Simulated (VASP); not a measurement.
A run of VASP 6.6.1:

Contents of INCAR:

```
PREC = Accurate ; ENCUT = 520
EDIFF = 1E-6 ; ISMEAR = 0
SIGMA = 0.02 ; LREAL = False
LASPH = True ; NELM = 100
ALGO = Normal ; ISIF = 2
LWAVE = False ; LCHARG = False
GGA = PS ; NBANDS = 16
```

File KPOINTS:

```
regular mesh
0
Gamma
  6 6 4
```

File POSCAR:

```
MgS
1.0
    4.1104329618      0.0000000000      0.0000000000
   -2.0552164809      3.5597393655      0.0000000000
    0.0000000000      0.0000000000      6.6496414003
Mg S
2 2
Direct
    0.6666666700      0.3333333300      0.5050827816
    0.3333333300      0.6666666700      1.0050827816
    0.3333333300      0.6666666700      0.3699162184
    0.6666666700      0.3333333300      0.8699162184
```

Potentials or basis: VASP PAW PBE potentials, release 64 (Mg, S).

Run with:

```bash
$ cat potpaw_PBE.64/Mg/POTCAR potpaw_PBE.64/S/POTCAR > POTCAR
$ mpirun -np 1 vasp_std > vasp.out
```

Hardware: 1 thread of Intel(R) Xeon(R) 6975P-C (Granite Rapids) (shared host).

Question: How long does it take, and how much memory?

Answer: It took 15 s on 1 thread of Intel(R) Xeon(R) 6975P-C (Granite Rapids) (shared host), peak memory 0.22 GiB. Counts: scf iterations 12, k points 21.
